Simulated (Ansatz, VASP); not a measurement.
# One calculation of NaLa, two programs

```
CELL_PARAMETERS angstrom
3.78656 0.00000 0.00000
-1.89329 3.27926 0.00000
0.00000 0.00000 5.88098
ATOMIC_POSITIONS crystal
Na 0.00000 0.00000 0.00000
La 0.33333 0.66667 0.50000
```

Alike in both runs: task single point; functional b88 exchange, pbe correlation; k mesh 7 × 7 × 4; no spin polarisation.

```csv
,VASP,Ansatz
version,VASP 6.6.1,Ansatz 0.2.0
potentials or method,"VASP PAW PBE potentials, release 64 (Na_pv, La), cutoff 500 eV","plane waves, PAW"
occupations,"gaussian, width 0.1 eV",gaussian
valence electrons in the cell,18,20
```

```tsv
	VASP	Ansatz	Ansatz less VASP
pressure (GPa)	-0.2	-0.2	0.00
traceless stress, the component that is largest in VASP (GPa)	3.21	3.24	+0.026
```

VASP's potentials were made for PBE, not for b88 exchange, pbe correlation. VASP's potentials hold 18 valence electrons a cell and Ansatz's 20, so a difference there can come from the potentials and not from the codes. Ansatz's warnings: structure snapped to symmetry.

Spin-orbit coupling is off throughout.
